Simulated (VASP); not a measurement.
Wanted: the native input for a VASP 6.6.1 run.

```yaml
Task: relaxation of cell and atoms
Functional: LDA
Potentials_or_basis: VASP PAW LDA potentials, release 64 (Y_sv)
Cutoff: 600 eV
k_mesh: 14 × 14 × 8
Occupations: gaussian, width 0.05 eV
Spin: no spin polarisation
Dipole_correction: no
Further_INCAR_settings: ALGO = Normal; EDIFF = 1e-06; IBRION = 2; EDIFFG = -0.01; NSW = 50; ISIF = 3
```

The structure of Y lies in POSCAR:

```
Y
1.0
    3.5429590724      0.0000000000      0.0000000000
   -1.7714795362      3.0682925613      0.0000000000
    0.0000000000      0.0000000000      5.4981560679
Y
2
Direct
    0.3333333333      0.6666666667      0.7500000000
    0.6666666667      0.3333333333      0.2500000000
```

The input as run:

INCAR

```
SYSTEM = Y
ALGO = Normal ; EDIFF = 1E-6
EDIFFG = -0.01 ; ENCUT = 600
GGA = CA ; IBRION = 2
ISIF = 3 ; ISMEAR = 0
LASPH = .True. ; LCHARG = .False.
LREAL = .False. ; LWAVE = .False.
NELM = 80 ; NSW = 50
PREC = Accurate ; SIGMA = 0.05
```

KPOINTS

```
k-points
0
Gamma
  14 14 8
  0 0 0
```

Potentials or basis: VASP PAW LDA potentials, release 64 (Y_sv).

Run with:

```console
$ cat potpaw_LDA.64/Y_sv/POTCAR > POTCAR
$ mpirun -np 1 vasp_std > vasp.out
```

Results of the run:

```json
{
  "Relaxed volume": "29.81 Å³/atom",
  "Relaxed cell": "a = 3.540 Å, b = 3.540 Å, c = 5.492 Å, α = 90.00°, β = 90.00°, γ = 120.00°",
  "Space group after relaxing (to 0.1 Å)": "P6_3/mmc (No. 194)",
  "Energy gained by relaxing": "0.0 meV/atom",
  "Ionic steps": "2",
  "Pressure after relaxing": "0.0 GPa",
  "Band gap on the k mesh": "zero (bands 11 and 12 overlap by 1.84 eV)"
}
```

Wall time 3.2 min on 1 thread of Intel(R) Xeon(R) Platinum 8259CL CPU @ 2.50GHz (Skylake/Cascade Lake), on a shared host, peak memory 0.27 GiB.
